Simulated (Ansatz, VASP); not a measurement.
**AgCl in VASP and in Ansatz**

File INCAR:

```
PREC = Accurate ; ENCUT = 520
EDIFF = 1E-6 ; ISMEAR = -1
SIGMA = 0.02 ; LREAL = F
LASPH = T ; NELM = 100
ALGO = Normal ; ISIF = 2
LWAVE = F ; LCHARG = T
GGA = PE ; LELF = T
LVHAR = T ; NBANDS = 16
```

The input KPOINTS:

```
regular mesh
0
Gamma
  8 8 8
```

File POSCAR:

```
AgCl
1.0
    0.0000000000      2.8608164227      2.7731838142
    2.8608164227      0.0000000000      2.7731838142
    2.8608164227      2.8608164227      0.0000000000
Ag Cl
1 1
Direct
    0.0000000000      0.0000000000      0.0000000000
    0.5000000000      0.5000000000      0.5000000000
```

Input for Ansatz:

```yaml
crystal:
  lattice:
    - [0.0, 2.8608164227, 2.7731838142]
    - [2.8608164227, 0.0, 2.7731838142]
    - [2.8608164227, 2.8608164227, 0.0]
  atoms:
    - { symbol: Ag, position: [0.0, 0.0, 0.0] }
    - { symbol: Cl, position: [0.5, 0.5, 0.5] }
kpoints:
  mp_grid: { grid: [8, 8, 8] }
  band_path:
    path:
      - [0.0, 0.0, 0.0]
      - [0.5, 0.0, 0.5]
      - [0.625, 0.25, 0.625]
      - [0.375, 0.375, 0.75]
      - [0.5, 0.5, 0.5]
      - [0.5, 0.25, 0.75]
      - [0.0375, 0.0375, 0.075]
      - [0.0, 0.0, 0.5]
    npoints: 1
hamiltonian:
  xc: pbe
scf:
  occupations: { method: fermi_dirac, width: 0.02 }
  n_extra_bands: 4
output:
  forces: true
  stress: true
  eigenvalues: true
  write_density: true
  write_potential: true
  elf: true
  volumetric_format: npy
```

Change from the starting cell: biaxial_xy strain +3.2%.

Alike in both runs: task single point; functional PBE; k mesh 8 × 8 × 8; occupations fermi-dirac, width 0.02 eV; no spin polarisation.

```csv
,VASP,Ansatz
version,VASP 6.6.1,Ansatz 0.2.0
potentials or method,"VASP PAW PBE potentials, release 64 (Ag, Cl)","plane waves, PAW"
plane-wave cutoff (eV),520,420
valence electrons in the cell,18,26
```

|  | VASP | Ansatz | Ansatz less VASP |
| --- | --- | --- | --- |
| gap on the k mesh at the Fermi level (eV) | 0.85 | 0.85 | +0.003 |
| pressure (GPa) | -1.1 | -1.0 | +0.12 |
| traceless stress, the component that is largest in VASP (GPa) | 0.18 | 0.19 | +0.018 |

VASP's potentials hold 18 valence electrons a cell and Ansatz's 26, so a difference there can come from the potentials and not from the codes.
